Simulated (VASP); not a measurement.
LiMgF3, 5 atoms in the cell. Symmetry: Pm-3m, No. 221, cubic system. The conventional cell has a = 3.581 Å, b = 3.581 Å, c = 3.581 Å, α = 90.00°, β = 90.00°, γ = 90.00°. Within 2.4 Å of Li (site symmetry m-3m) lie 6 F at 1.79 Å. Mg (site symmetry m-3m) has 12 F at 2.53 Å and 8 Li at 3.10 Å within 3.3 Å. F (site symmetry 4/mmm) has 2 Li at 1.79 Å within 2.4 Å. 

```yaml
Program: VASP 6.6.1
Task: vibrations by perturbation theory
Functional: PBEsol
Potentials_or_basis: VASP PAW PBE potentials, release 64 (Li_sv, Mg, F)
Cutoff: 520 eV
k_mesh: 6 × 6 × 6
Occupations: gaussian, width 0.01 eV
Spin: no spin polarisation
Dipole_correction: no
Further_INCAR_settings: ALGO = Normal; EDIFF = 1e-08; IBRION = 8; NSW = 1
```

Potentials or basis: VASP PAW PBE potentials, release 64 (Li_sv, Mg, F).

The run is started by

```console
$ cat potpaw_PBE.64/Li_sv/POTCAR potpaw_PBE.64/Mg/POTCAR potpaw_PBE.64/F/POTCAR > POTCAR
$ mpirun -np 1 vasp_std > vasp.out
```

Hardware: 1 thread of Intel(R) Xeon(R) Platinum 8259CL CPU @ 2.50GHz (Skylake/Cascade Lake) (shared host).

Problem. How long does it take, and how much memory?

Solution. Run time: 9.8 min on 1 thread of Intel(R) Xeon(R) Platinum 8259CL CPU @ 2.50GHz (Skylake/Cascade Lake) (shared host), peak memory 0.3 GiB. Counts: scf iterations 273, k points 20.
